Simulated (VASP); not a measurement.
# Be (Fd-3m) in VASP: single point with PBE

Aim: the single point of Be with PBE.

All numbers are computed with VASP 6.6.1; they aren't measurements. Logs are shortened: lines on timing, memory, paths and dates and some standing lists are left out, and cuts for length are marked.

### Step 1. The cell of the first run

It takes space group Fd-3m (No. 227, cubic). The conventional cell has a = 4.898 Å, b = 4.898 Å, c = 4.898 Å, α = 90.00°, β = 90.00°, γ = 90.00°. Within 2.8 Å of Be (site symmetry -43m) lie 4 Be at 2.12 Å.

### Step 2. Single point, PBE

The input, INCAR:

```
SYSTEM = Be
PREC     = Accurate       ! precision mode
ENCUT    = 520            ! plane-wave cutoff, eV
EDIFF    = 1E-7           ! SCF threshold, eV
ISMEAR   = -1             ! smearing method
SIGMA    = 0.1            ! smearing width, eV
LREAL    = .FALSE.        ! projectors in reciprocal space
LASPH    = .TRUE.         ! aspherical terms in the spheres
NELM     = 80             ! most SCF steps
ALGO     = Normal         ! electronic algorithm
ISIF     = 2              ! what is computed and relaxed
LWAVE    = .FALSE.        ! write WAVECAR
LCHARG   = .TRUE.         ! write CHGCAR
GGA      = PE             ! functional
LELF     = .TRUE.         ! ELF
LVHAR    = .TRUE.       
NBANDS   = 9              ! bands
```

The input, KPOINTS:

```
Automatic mesh
0
G
  15 15 15
  0 0 0
```

The input, POSCAR:

```
Be
1.0
    0.0000000000      2.4491279673      2.4491279673
    2.4491279673      0.0000000000      2.4491279673
    2.4491279673      2.4491279673      0.0000000000
Be
2
Direct
   -0.1250000000     -0.1250000000     -0.1250000000
    0.1250000000      0.1250000000      0.1250000000
```

Potentials or basis: VASP PAW PBE potentials, release 64 (Be).

The run is started by

```bash
cat potpaw_PBE.64/Be/POTCAR > POTCAR
mpirun -np 1 vasp_std > vasp.out
```

OUTCAR:

```text
SYSTEM = Be
   PREC = Accurate
   ENCUT = 520
   EDIFF = 1E-7
   ISMEAR = -1
   LREAL = .FALSE.
   LASPH = .TRUE.
   NELM = 80
   ISIF = 2
   GGA = PE

 ion  position               nearest neighbor table
   1  0.875  0.875  0.875-   2 2.12   2 2.12   2 2.12   2 2.12
   2  0.125  0.125  0.125-   1 2.12   1 2.12   1 2.12   1 2.12

  LATTYP: Found a face centered cubic cell.
 ALAT       =     4.8982559346

  Lattice vectors:

 A1 = (   0.0000000000,   2.4491279673,   2.4491279673)
 A2 = (   2.4491279673,   0.0000000000,   2.4491279673)
 A3 = (   2.4491279673,   2.4491279673,   0.0000000000)

Analysis of symmetry for initial positions (statically):
=====================================================================
 Subroutine PRICEL returns:
 Original cell was already a primitive cell.

 Routine SETGRP: Setting up the symmetry group for a
 face centered cubic supercell.

 Subroutine GETGRP returns: Found 48 space group operations
 (whereof 12 operations were pure point group operations)
 out of a pool of 48 trial point group operations.

The static configuration has the point symmetry D_3d.
 The point group associated with its full space group is O_h .

Analysis of symmetry for dynamics (positions and initial velocities):
=====================================================================
 Subroutine PRICEL returns:
 Original cell was already a primitive cell.

 Routine SETGRP: Setting up the symmetry group for a
 face centered cubic supercell.

 Subroutine GETGRP returns: Found 48 space group operations
 (whereof 12 operations were pure point group operations)
 out of a pool of 48 trial point group operations.

The dynamic configuration has the point symmetry D_3d.
 The point group associated with its full space group is O_h .

 Subroutine INISYM returns: Found 48 space group operations
 (whereof 12 operations are pure point group operations),
 and found     1 'primitive' translations

----------------------------------------------------------------------------------------

                                     Primitive cell

  volume of cell :      29.3809

  direct lattice vectors                    reciprocal lattice vectors
     0.000000000  2.449127967  2.449127967    -0.204154298  0.204154298  0.204154298
     2.449127967  0.000000000  2.449127967     0.204154298 -0.204154298  0.204154298
     2.449127967  2.449127967  0.000000000     0.204154298  0.204154298 -0.204154298

  length of vectors
     3.463589987  3.463589987  3.463589987     0.353605616  0.353605616  0.353605616

  position of ions in fractional coordinates (direct lattice)
     0.875000000  0.875000000  0.875000000
     0.125000000  0.125000000  0.125000000

  ion indices of the primitive-cell ions
   primitive index   ion index
                 1           1
                 2           2

----------------------------------------------------------------------------------------

 KPOINTS: Automatic mesh

Automatic generation of k-mesh.
 Grid dimensions read from file:
 generate k-points for:   15   15   15

 Generating k-lattice:

  Cartesian coordinates                     Fractional coordinates (reciprocal lattice)
    -0.013610287  0.013610287  0.013610287     0.066666667  0.000000000  0.000000000
     0.013610287 -0.013610287  0.013610287     0.000000000  0.066666667  0.000000000
     0.013610287  0.013610287 -0.013610287     0.000000000  0.000000000  0.066666667

  Length of vectors
     0.023573708  0.023573708  0.023573708

  Shift w.r.t. Gamma in fractional coordinates (k-lattice)
     0.000000000  0.000000000  0.000000000

 Subroutine IBZKPT returns following result:
 ===========================================

 Found    120 irreducible k-points:

 Following reciprocal coordinates:
            Coordinates               Weight
  0.000000  0.000000  0.000000      1.000000
  0.066667  0.000000  0.000000      8.000000
  0.133333  0.000000  0.000000      8.000000
  0.200000  0.000000  0.000000      8.000000
  0.266667  0.000000  0.000000      8.000000
  0.333333  0.000000  0.000000      8.000000
[... 16 lines left out ...]
  0.133333  0.133333  0.000000      6.000000
  0.200000  0.133333  0.000000     24.000000
 [... further k-points ...]
   k-points           NKPTS =    120   k-points in BZ     NKDIM =    120   number of bands    NBANDS=      9
   number of dos      NEDOS =    301   number of ions     NIONS =      2
   total plane-waves  NPLWV =  21952
   dimension x,y,z NGX =    28 NGY =   28 NGZ =   28
   dimension x,y,z NGXF=    56 NGYF=   56 NGZF=   56
   ions per type =               2
   NGX,Y,Z   is equivalent  to a cutoff of  13.44, 13.44, 13.44 a.u.
   NGXF,Y,Z  is equivalent  to a cutoff of  26.88, 26.88, 26.88 a.u.
 SYSTEM =  Be
   PREC   = accura    normal or accurate (medium, high low for compatibility)
   ISTART =      0    job   : 0-new  1-cont  2-samecut
   ICHARG =      2    charge: 1-file 2-atom 10-const
   ISPIN  =      1    spin polarized calculation?
   LNONCOLLINEAR =      F non collinear calculations
   LSORBIT =      F    spin-orbit coupling
   LASPH  =      T    aspherical Exc in radial PAW
   ENCUT  =  520.0 eV  38.22 Ry    6.18 a.u.   6.44  6.44  6.44*2*pi/ulx,y,z
   NELM   =     80;   NELMIN=  2; NELMDL= -5     # of ELM steps
   EDIFF  = 0.1E-06   stopping-criterion for ELM
   LREAL  =      F    real-space projection
   EDIFFG = 0.1E-05   stopping-criterion for IOM
   NSW    =      0    number of steps for IOM
   IBRION =     -1    ionic relax: 0-MD 1-quasi-New 2-CG
   NFREE  =      0    steps in history (QN), initial steepest desc. (CG)
   ISIF   =      2    stress and relaxation
   ISYM   =      2    0-nonsym 1-usesym 2-fastsym
   POTIM  = 0.5000    time-step for ionic-motion
   TEBEG  =    0.0;   TEEND  =   0.0 temperature during run
   PSTRESS=    0.0 pullay stress
   NELECT =       4.0000    total number of electrons
   NUPDOWN=      -1.0000    fix difference up-down
   EMIN   =  10.00;   EMAX   =-10.00  energy-range for DOS
   EFERMI =   0.00;   METHOD = LEGACY
   ISMEAR =    -1;   SIGMA  =   0.10  broadening in eV -4-tet -1-fermi 0-gaus
   EFERMI_NEDOS =   21; number of points for ismear=-14 and -15
   IALGO  =     38    algorithm
   IMIX   =      4    mixing-type and parameters
     AMIX     =   0.40;   BMIX     =  1.00
     AMIX_MAG =   1.60;   BMIX_MAG =  1.00
  volume/ion in A,a.u.               =      14.69        99.14
  Fermi-wavevector in a.u.,A,eV,Ry     =   0.842183  1.591496  9.650244  0.709273
  Thomas-Fermi vector in A             =   1.956849
   LORBIT       =      0    0 simple, 1 ext, 2 COOP (PROOUT), +10 PAW based schemes
   GGA     = PE    functional components
   LHFCALC =     F    Hartree Fock is set to
   AEXX    =    0.0000 exact exchange contribution
   IVDW    =     0    specifies the selected vdW correction
   LEPSILON=     F    determine dielectric tensor
   LRPA    =     F    only Hartree local field effects (RPA)
 non-spin polarized calculation
  energy-cutoff  :      520.00
  volume of cell :       29.38
 maximum number of plane-waves:       817
 NGX is ok and might be reduce to    28
   NGX = 13   NGY = 13   NGZ = 13

 number of electron       4.0000000 magnetization

 Free energy of the ion-electron system (eV)
  ---------------------------------------------------
  ext. energy  EPLUGINS =         0.00000000
  ---------------------------------------------------
  free energy    TOTEN  =        -4.27857842 eV

  energy without entropy =       -4.24703683  energy(sigma->0) =       -4.26280763

 E-fermi :   1.7925     XC(G=0):  -8.5453

 val. band max:        1.7444524378   @ k =  -0.3333   0.3333   0.1333
 cond. band min:       1.7956603119   @ k =  -0.4000   0.4667   0.1333
 fundamental gap:      0.0512078742
 Fermi energy:         1.7924706676

 k-point     1 :       0.0000    0.0000    0.0000
  band No.  band energies     occupation
      1      -5.5066      2.00000
      2       6.5447      0.00000
      3       6.5447      0.00000
      4       6.5447      0.00000
      5       9.0758      0.00000
      6       9.0758      0.00000
      7       9.0758      0.00000
      8      15.7860      0.00000
      9      16.1462      0.00000

 k-point     2 :       0.0667    0.0000    0.0000
  band No.  band energies     occupation
      1      -5.4397      2.00000
      2       5.9767      0.00000
      3       6.3883      0.00000
      4       6.3883      0.00000
      5       9.2791      0.00000
      6       9.2791      0.00000
      7       9.4935      0.00000
      8      15.6213      0.00000
      9      16.2841      0.00000

 k-point     3 :       0.1333    0.0000    0.0000
  band No.  band energies     occupation
      1      -5.2392      2.00000
      2       4.8242      0.00000
      3       6.0419      0.00000
      4       6.0419      0.00000
      5       9.7312      0.00000
      6       9.7312      0.00000
      7      10.2146      0.00000
      8      15.2367      0.00000
      9      16.4120      0.00000

 k-point     4 :       0.2000    0.0000    0.0000
  band No.  band energies     occupation
      1      -4.9056      2.00000
      2       3.5257      0.00000
      3       5.6664      0.00000
      4       5.6664      0.00000
      5      10.1685      0.00000
      6      10.1685      0.00000
      7      10.8574      0.00000
      8      14.7933      0.00000
      9      16.0147      0.00000
[... 205 lines left out ...]
 k-point    22 :      -0.0667    0.0667    0.0000
  band No.  band energies     occupation
      1      -5.3282      2.00000
      2       5.5371      0.00000
      3       5.6619      0.00000
      4       6.4350      0.00000
      5       9.2756      0.00000
      6       9.8017      0.00000
      7       9.9931      0.00000
      8      15.2105      0.00000
      9      16.1950      0.00000

 k-point    23 :       0.1333    0.1333    0.0000
  band No.  band energies     occupation
      1      -5.1500      2.00000
      2       5.2095      0.00000
      3       5.2095      0.00000
      4       5.8385      0.00000
      5       8.7765      0.00000
      6      10.8058      0.00000
      7      10.8058      0.00000
      8      13.3843      0.00000
      9      16.8508      0.00000

 k-point    24 :       0.2000    0.1333    0.0000
  band No.  band energies     occupation
      1      -4.9053      2.00000
      2       4.3574      0.00000
      3       4.8007      0.00000
      4       5.5937      0.00000
      5       8.8585      0.00000
      6      11.3970      0.00000
      7      11.4217      0.00000
      8      12.6004      0.00000
      9      17.1775      0.00000

 [... further k-points ...]

------------------------ aborting loop because EDIFF is reached ----------------------------------------

  FORCE on cell =-STRESS in cart. coord.  units (eV):
  Direction    XX          YY          ZZ          XY          YZ          ZX
  --------------------------------------------------------------------------------------
  -------------------------------------------------------------------------------------
  Total        0.0075367      0.0075367      0.0075367     -0.0000000     -0.0000000      0.0000000
  in kB        0.4109854      0.4109854      0.4109854     -0.0000000     -0.0000000      0.0000000
  external PRESSURE =       0.4109854 kB  Pullay stress =       0.0000000 kB

 VOLUME and BASIS-vectors are now :
 -----------------------------------------------------------------------------
  energy-cutoff  :      520.00
  volume of cell :       29.38
      direct lattice vectors                 reciprocal lattice vectors
     0.000000000  2.449127967  2.449127967    -0.204154298  0.204154298  0.204154298
     2.449127967  0.000000000  2.449127967     0.204154298 -0.204154298  0.204154298
     2.449127967  2.449127967  0.000000000     0.204154298  0.204154298 -0.204154298

 POSITION                                       TOTAL-FORCE (eV/Angst)
 -----------------------------------------------------------------------------------
      4.28597      4.28597      4.28597         0.000000     -0.000000     -0.000000
      0.61228      0.61228      0.61228        -0.000000      0.000000      0.000000
 -----------------------------------------------------------------------------------
    total drift:                               -0.000000     -0.000000     -0.000000

  FREE ENERGIE OF THE ION-ELECTRON SYSTEM (eV)
  ---------------------------------------------------
  free  energy   TOTEN  =        -4.2785784188 eV

  energy  without entropy=       -4.2470368337  energy(sigma->0) =       -4.26280763
```

Run time: 21 s. Hardware: 1 thread of Intel Xeon Platinum 8375C at 2.90GHz (Ice Lake), shared host; peak memory 0.16 GiB.

Results:

```
Free energy            : -4.2786 eV
Pressure               : 0.0 GPa
Band gap on the k mesh : zero (band 2 reaches 6.54 eV, above the bottom of band 3 at 0.34 eV)
```
